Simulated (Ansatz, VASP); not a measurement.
## Ge: VASP beside Ansatz

Contents of INCAR:

```
SYSTEM = Ge
PREC = Accurate
ENCUT = 600
EDIFF = 1E-6
ISMEAR = 0
SIGMA = 0.1
LREAL = .False.
LASPH = .True.
NELM = 100
ALGO = Normal
ISIF = 3
LWAVE = .False.
LCHARG = .False.
GGA = PS
IBRION = 2
NSW = 80
EDIFFG = -0.05
```

Contents of KPOINTS:

```
regular mesh
0
Gamma
  12 12 6
  0 0 0
```

POSCAR

```
Ge
1.0
    2.3868228466      0.0000000000      0.0000000000
   -1.1934114233      2.0670492195      0.0000000000
    0.0000000000      0.0000000000      3.7780126532
Ge
2
Direct
    0.3333333333      0.6666666667      0.2500000000
    0.6666666667      0.3333333333      0.7500000000
```

Input for Ansatz:

```yaml
crystal:
  lattice:
    - [2.3868228466, 0.0, 0.0]
    - [-1.1934114233, 2.0670492195, 0.0]
    - [0.0, 0.0, 3.7780126532]
  atoms:
    - { symbol: Ge, position: [0.3333333333, 0.6666666667, 0.25] }
    - { symbol: Ge, position: [0.6666666667, 0.3333333333, 0.75] }
basis:
  ecutwfc: 420
kpoints:
  mp_grid: { grid: [12, 12, 6] }
hamiltonian:
  xc: pbesol
scf:
  occupations: { method: gaussian, width: 0.1 }
output:
  forces: true
  stress: true
  eigenvalues: true
relax:
  adjacent_minimum: "off"
  f_tol: 0.05
  max_steps: 60
  cell: { stress_tol: 0.5 }
```

Alike in both runs: task relaxation of cell and atoms; functional PBEsol; k mesh 12 × 12 × 6; occupations gaussian, width 0.1 eV; no spin polarisation.

|  | VASP | Ansatz |
| --- | --- | --- |
| version | VASP 6.6.1 | Ansatz 0.2.0 |
| potentials or method | VASP PAW PBE potentials, release 64 (Ge_d), cutoff 600 eV | scalar-relativistic, plane waves, PAW |
| valence electrons in the cell | 28 | 28 |

|  | VASP | Ansatz | Ansatz less VASP |
| --- | --- | --- | --- |
| gap on the k mesh at the Fermi level, each at its own relaxed structure (eV) | none | none | - |
| relaxed volume (Å³/atom) | 18.23 | 18.31 | +0.080 |
| relaxed cell length with the largest relative difference (Å) | 4.775 | 4.747 | -0.0278 |

VASP's potentials were made for PBE, not for PBEsol. A gap of «none» marks a metal or a gap that the smearing closes.

Noted on VASP's run: the volume moved by over 15 % at a fixed basis, so the end points are rough.
